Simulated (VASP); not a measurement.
# Fe (I4/mmm) in VASP: single point with PBE

Aim: the single point of Fe with PBE.

All numbers are computed with VASP 6.6.1; they aren't measurements. Logs are shortened: lines on timing, memory, paths and dates and some standing lists are left out, and cuts for length are marked.

**1. The cell of the first run**

It takes space group I4/mmm (No. 139, tetragonal). Conventional cell: a = 2.421 Å, b = 2.421 Å, c = 3.681 Å, α = 90.00°, β = 90.00°, γ = 90.00°. Fe (site symmetry 4/mmm) has 12 Fe at 2.42 to 2.51 Å within 3.2 Å.

**2. Single point, PBE, non-collinear spin, typed start, spin-orbit coupling**

The input, INCAR:

```
SYSTEM = Fe
ALGO     = Normal         ! electronic algorithm
EDIFF    = 1E-6           ! SCF threshold, eV
ENCUT    = 600            ! plane-wave cutoff, eV
GGA      = PE             ! functional
GGA_COMPAT= .False.      
ISIF     = 2              ! what is computed and relaxed
ISMEAR   = -1             ! smearing method
LASPH    = .True.         ! aspherical terms in the spheres
LCHARG   = .False.        ! write CHGCAR
LMAXMIX  = 4              ! l up to which the mixer works
LORBIT   = 11             ! projections on sites
LORBMOM  = .True.       
LREAL    = .False.        ! projectors in reciprocal space
LSORBIT  = .True.         ! spin-orbit coupling
LWAVE    = .False.        ! write WAVECAR
MAGMOM   = 0 0 1.537 0 0 -1.537 ! initial moments
NBANDS   = 28             ! bands
NELM     = 200            ! most SCF steps
PREC     = Accurate       ! precision mode
SIGMA    = 0.05           ! smearing width, eV
```

The input, KPOINTS:

```
k-points
0
Gamma
  13 13 9
  0 0 0
```

The input, POSCAR:

```
Fe
1.0
    2.4214045604      0.0000000000      0.0000000000
    0.0000000000      2.4214045604      0.0000000000
    0.0000000000      0.0000000000      3.6811585483
Fe
2
Direct
    1.0000000000      1.0000000000      0.0000000000
    0.5000000000      0.5000000000      0.5000000000
```

Potentials or basis: VASP PAW PBE potentials, release 64 (Fe).

Launch:

```sh
$ cat potpaw_PBE.64/Fe/POTCAR > POTCAR
$ mpirun -np 1 vasp_ncl > vasp.out
```

OUTCAR:

```text
SYSTEM = Fe
   EDIFF = 1E-6
   ENCUT = 600
   GGA = PE
   ISIF = 2
   ISMEAR = -1
   LASPH = .True.
   LORBIT = 11
   LREAL = .False.
   LSORBIT = .True.
   NELM = 200
   PREC = Accurate

 ion  position               nearest neighbor table
   1  0.000  0.000  0.000-   2 2.51   2 2.51   2 2.51   2 2.51   2 2.51   2 2.51   2 2.51   2 2.51

   2  0.500  0.500  0.500-   1 2.51   1 2.51   1 2.51   1 2.51   1 2.51   1 2.51   1 2.51   1 2.51

  LATTYP: Found a simple tetragonal cell.
 ALAT       =     2.4214045604
 C/A-ratio  =     1.5202575433

  Lattice vectors:

 A1 = (   2.4214045604,   0.0000000000,   0.0000000000)
 A2 = (   0.0000000000,   2.4214045604,   0.0000000000)
 A3 = (   0.0000000000,   0.0000000000,   3.6811585483)

Analysis of symmetry for initial positions (statically):
=====================================================================
 Subroutine PRICEL returns following result:

  LATTYP: Found a body centered tetragonal cell.
 ALAT       =     2.4214045604
 C/A-ratio  =     1.5202575433

  Lattice vectors:

 A1 = (   1.2107022802,  -1.2107022802,  -1.8405792741)
 A2 = (  -1.2107022802,   1.2107022802,  -1.8405792742)
 A3 = (   1.2107022802,   1.2107022802,   1.8405792742)

   2 primitive cells build up your supercell.

 Routine SETGRP: Setting up the symmetry group for a
 simple tetragonal supercell.

 Subroutine GETGRP returns: Found 16 space group operations
 (whereof 16 operations were pure point group operations)
 out of a pool of 16 trial point group operations.

The static configuration has the point symmetry D_4h.

Analysis of symmetry for dynamics (positions and initial velocities):
=====================================================================
 Subroutine PRICEL returns following result:

  LATTYP: Found a body centered tetragonal cell.
 ALAT       =     2.4214045604
 C/A-ratio  =     1.5202575433

  Lattice vectors:

 A1 = (   1.2107022802,  -1.2107022802,  -1.8405792741)
 A2 = (  -1.2107022802,   1.2107022802,  -1.8405792742)
 A3 = (   1.2107022802,   1.2107022802,   1.8405792742)

   2 primitive cells build up your supercell.

 Routine SETGRP: Setting up the symmetry group for a
 simple tetragonal supercell.

 Subroutine GETGRP returns: Found 16 space group operations
 (whereof 16 operations were pure point group operations)
 out of a pool of 16 trial point group operations.

The dynamic configuration has the point symmetry D_4h.

Analysis of structural, dynamic, and magnetic symmetry:
[... 939 lines left out ...]
      0.00000      0.00000      0.00000         0.000000      0.000000      0.000000
      1.21070      1.21070      1.84058         0.000000      0.000000      0.000000
 -----------------------------------------------------------------------------------
    total drift:                               -0.000000      0.000000      0.000000

  FREE ENERGIE OF THE ION-ELECTRON SYSTEM (eV)
  ---------------------------------------------------
  free  energy   TOTEN  =       -16.3183349037 eV

  energy  without entropy=      -16.2976569502  energy(sigma->0) =      -16.30799593

 orbital moment (x)

 # of ion     p       d       tot
 ----------------------------------------
  1         0.000  -0.000  -0.000
  2        -0.000  -0.000  -0.000
 ----------------------------------------
           -0.000  -0.000  -0.000

 orbital moment (y)

 # of ion     p       d       tot
 ----------------------------------------
  1         0.000   0.000   0.000
  2         0.000   0.000   0.000
 ----------------------------------------
            0.000   0.000   0.000

 orbital moment (z)

 # of ion     p       d       tot
 ----------------------------------------
  1         0.000   0.044   0.044
  2        -0.000  -0.044  -0.044
 ----------------------------------------
            0.000  -0.000  -0.000

 Spin-Orbit-Coupling matrix elements

 Ion:    1  E_soc:     -0.0129363
 l=   1
     0.0000000    -0.0003512    -0.0003370
    -0.0003512     0.0000000    -0.0003512
    -0.0003370    -0.0003512     0.0000000
 l=   2
     0.0000000    -0.0003661     0.0000000    -0.0003661    -0.0015111
    -0.0003661     0.0000000    -0.0010999    -0.0003032    -0.0003412
     0.0000000    -0.0010999     0.0000000    -0.0010999     0.0000000
    -0.0003661    -0.0003032    -0.0010999     0.0000000    -0.0003412
    -0.0015111    -0.0003412     0.0000000    -0.0003412     0.0000000
 l=   3
     0.0000000     0.0000000     0.0000000     0.0000000     0.0000000     0.0000000     0.0000000
     0.0000000     0.0000000     0.0000000     0.0000000     0.0000000     0.0000000     0.0000000
     0.0000000     0.0000000     0.0000000     0.0000000     0.0000000     0.0000000     0.0000000
     0.0000000     0.0000000     0.0000000     0.0000000     0.0000000     0.0000000     0.0000000
     0.0000000     0.0000000     0.0000000     0.0000000     0.0000000     0.0000000     0.0000000
     0.0000000     0.0000000     0.0000000     0.0000000     0.0000000     0.0000000     0.0000000
     0.0000000     0.0000000     0.0000000     0.0000000     0.0000000     0.0000000     0.0000000

 Ion:    2  E_soc:     -0.0129363
 l=   1
     0.0000000    -0.0003512    -0.0003370
    -0.0003512     0.0000000    -0.0003512
    -0.0003370    -0.0003512     0.0000000
 l=   2
     0.0000000    -0.0003661     0.0000000    -0.0003661    -0.0015111
    -0.0003661     0.0000000    -0.0010999    -0.0003032    -0.0003412
     0.0000000    -0.0010999     0.0000000    -0.0010999     0.0000000
    -0.0003661    -0.0003032    -0.0010999     0.0000000    -0.0003412
    -0.0015111    -0.0003412     0.0000000    -0.0003412     0.0000000
 l=   3
     0.0000000     0.0000000     0.0000000     0.0000000     0.0000000     0.0000000     0.0000000
     0.0000000     0.0000000     0.0000000     0.0000000     0.0000000     0.0000000     0.0000000
     0.0000000     0.0000000     0.0000000     0.0000000     0.0000000     0.0000000     0.0000000
     0.0000000     0.0000000     0.0000000     0.0000000     0.0000000     0.0000000     0.0000000
     0.0000000     0.0000000     0.0000000     0.0000000     0.0000000     0.0000000     0.0000000
     0.0000000     0.0000000     0.0000000     0.0000000     0.0000000     0.0000000     0.0000000
     0.0000000     0.0000000     0.0000000     0.0000000     0.0000000     0.0000000     0.0000000

 total charge

# of ion       s       p       d       tot
------------------------------------------
    1        0.516   0.599   6.259   7.373
    2        0.516   0.599   6.259   7.373
--------------------------------------------------
tot          1.031   1.197  12.518  14.747

 magnetization (x)

# of ion       s       p       d       tot
------------------------------------------
    1        0.000   0.000   0.000   0.000
    2        0.000   0.000   0.000   0.000
--------------------------------------------------
tot          0.000   0.000   0.000   0.000

 magnetization (y)

# of ion       s       p       d       tot
------------------------------------------
    1        0.000  -0.000  -0.000  -0.000
    2        0.000  -0.000  -0.000  -0.000
--------------------------------------------------
tot          0.000  -0.000  -0.000  -0.000

 magnetization (z)

# of ion       s       p       d       tot
------------------------------------------
    1        0.019   0.037   1.534   1.591
    2       -0.019  -0.037  -1.534  -1.591
--------------------------------------------------
tot          0.000   0.000   0.000   0.000
```

OSZICAR:

```text
N       E                     dE             d eps       ncg     rms          rms(c)
DAV:   1     0.120098587550E+03    0.12010E+03   -0.75162E+03  8152   0.168E+03
DAV:   2    -0.122349719173E+02   -0.13233E+03   -0.12199E+03  7840   0.319E+02
DAV:   3    -0.191535847874E+02   -0.69186E+01   -0.61459E+01  8316   0.104E+02
[... 22 lines left out ...]
DAV:  26    -0.163183633825E+02    0.20513E-04   -0.31361E-04  7904   0.210E-01    0.860E-03
DAV:  27    -0.163183606645E+02    0.27180E-05   -0.40112E-04  8056   0.234E-01    0.772E-03
DAV:  28    -0.163183394038E+02    0.21261E-04   -0.11442E-04  7968   0.128E-01    0.406E-03
DAV:  29    -0.163183350135E+02    0.43903E-05   -0.25759E-05  8148   0.614E-02    0.280E-03
DAV:  30    -0.163183349037E+02    0.10980E-06   -0.57747E-06  8024   0.282E-02
   1 F= -.16318335E+02 E0= -.16307996E+02  d E =-.206780E-01  mag=    -0.0000    -0.0000    -0.0000
```

Run time: 4 min. Hardware: 1 thread of Intel Xeon Platinum 8488C (Sapphire Rapids), shared host; peak memory 0.29 GiB.

Results:

```yaml
Free_energy: -16.3183 eV
Pressure: -0.3 GPa
Net_moment: 0.00 μB per cell
Valence_electrons_inside_the_program's_atomic_spheres: Fe 7.37
```

Moments on the atoms (μB; x, y, z):
```
Fe   0.00  0.00  1.59
Fe   0.00  0.00 -1.59
```
